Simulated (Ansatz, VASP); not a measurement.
## CoO: VASP beside Ansatz

The input INCAR:

```
SYSTEM = CoO
PREC = Accurate ; ENCUT = 520
EDIFF = 1E-6 ; ISMEAR = 0
SIGMA = 0.15 ; LREAL = .False.
LASPH = .True. ; NELM = 150
ALGO = Normal ; ISIF = 2
LWAVE = .False. ; LCHARG = .False.
ISPIN = 2 ; MAGMOM = 2.64 0.33
LORBIT = 11 ; LMAXMIX = 4
GGA = PS ; NBANDS = 18
```

KPOINTS

```
Automatic mesh
0
Gamma
  18 18 18
  0 0 0
```

POSCAR

```
CoO
1.0
    1.6259071081      0.9387179065      2.5375239824
   -1.6259071081      0.9387179065      2.5375239824
    0.0000000000     -1.8774358131      2.5375239824
Co O
1 1
Direct
    0.0000000000      0.0000000000      0.0000000000
    0.5000000000      0.5000000000      0.5000000000
```

Input for Ansatz:

```yaml
crystal:
  lattice:
    - [1.6259071081, 0.9387179065, 2.5375239824]
    - [-1.6259071081, 0.9387179065, 2.5375239824]
    - [0.0, -1.8774358131, 2.5375239824]
  atoms:
    - { symbol: Co, position: [0.0, 0.0, 0.0], spin: 2.64 }
    - { symbol: O, position: [0.5, 0.5, 0.5], spin: 0.33 }
basis:
  ecutwfc: 420
kpoints:
  mp_grid: { grid: [18, 18, 18] }
hamiltonian:
  xc: pbesol
scf:
  occupations: { method: gaussian, width: 0.15 }
output:
  forces: true
  stress: true
  eigenvalues: true
  populations: true
  write_density: true
  write_potential: true
  elf: true
  volumetric_format: npy
magnetization:
  spin_polarized: true
```

Change from the starting cell: strain +0.080 along x and y, +0.040 along z, atoms carried along.

Alike in both runs: task single point; functional PBEsol; k mesh 18 × 18 × 18; occupations gaussian, width 0.15 eV; collinear spin.

|  | VASP | Ansatz |
| --- | --- | --- |
| version | VASP 6.6.1 | Ansatz 0.2.0 |
| potentials or method | VASP PAW PBE potentials, release 64 (Co, O), cutoff 520 eV | scalar-relativistic, plane waves, PAW |
| valence electrons in the cell | 15 | 23 |

|  | VASP | Ansatz | Ansatz less VASP |
| --- | --- | --- | --- |
| gap on the k mesh at the Fermi level (eV) | none | none | - |
| pressure (GPa) | -30.4 | -29.9 | +0.57 |
| traceless stress, the component that is largest in VASP (GPa) | 1.33 | 1.23 | -0.103 |
| net moment per atom (μB) | 1.50 | 1.50 | +0.001 |
| size of the moment on the site where the two differ most (μB) | 2.62 | 2.57 | -0.047 |

VASP's potentials were made for PBE, not for PBEsol. Site moments also hang on the region over which each program counts them. A gap of «none» marks a metal or a gap that the smearing closes. Both programs put the cell under strong tension, so it lies far from rest at this level. VASP's potentials hold 15 valence electrons a cell and Ansatz's 23, so a difference there can come from the potentials and not from the codes.

Noted on VASP's run: the cell as given lies far from equilibrium.
